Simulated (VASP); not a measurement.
Wanted: the native input for a VASP 6.6.1 run.

| Quantity | Value |
| --- | --- |
| Task | single point |
| Functional | PBE |
| Potentials or basis | VASP PAW PBE potentials, release 64 (La, Co_sv, Fe_sv, C) |
| Cutoff | 600 eV |
| k mesh | 5 × 5 × 5 |
| Occupations | gaussian, width 0.0121 eV |
| Spin | no spin polarisation |
| Dipole correction | no |
| Further INCAR settings | ALGO = Normal; EDIFF = 1e-06; NBANDS = 47 |

The structure of La2FeCo2C lies in POSCAR:

```
La2FeCo2C
1.0
   -2.0373046845      2.9738106578      4.4727542873
    4.0746093690      0.0000000000      0.0000000000
    2.0373046845      2.9738106578     -4.4727542873
La Co Fe C
2 2 1 1
Direct
    0.3065386189      0.8065386189      0.6934613811
    0.6934613811      0.1934613811      0.3065386189
    0.7964673145      0.5000000000      0.7964673145
    0.2035326855      0.5000000000      0.2035326855
    0.0000000000      0.0000000000      0.0000000000
    0.5000000000      0.5000000000      0.5000000000
```

These files were run (other wordings do the same):

INCAR

```
PREC = Accurate
ENCUT = 600
EDIFF = 1E-6
ISMEAR = 0
SIGMA = 0.0121
LREAL = False
LASPH = True
NELM = 200
ALGO = Normal
ISIF = 2
LWAVE = False
LCHARG = False
GGA = PE
NBANDS = 47
GGA_COMPAT = False
LMAXMIX = 6
```

KPOINTS

```
Automatic mesh
0
Gamma
  5 5 5
```

Potentials or basis: VASP PAW PBE potentials, release 64 (La, Co_sv, Fe_sv, C).

Command:

```sh
$ cat potpaw_PBE.64/La/POTCAR potpaw_PBE.64/Co_sv/POTCAR potpaw_PBE.64/Fe_sv/POTCAR potpaw_PBE.64/C/POTCAR > POTCAR
$ mpirun -np 1 vasp_std > vasp.out
```

Results of the run:

The pressure is -1.2 GPa. The largest force is 0.025 eV/Å and the band gap on the k mesh is zero (bands 38 and 39 overlap by 0.30 eV).

Caveat: spin-orbit coupling is left out, which moves the levels of the heavy elements; the run has no spin polarisation, though such a crystal can be magnetic.

Wall time 6.4 min on 1 thread of Intel(R) Xeon(R) Platinum 8259CL CPU @ 2.50GHz (Skylake/Cascade Lake) (shared host), peak memory 0.4 GiB.
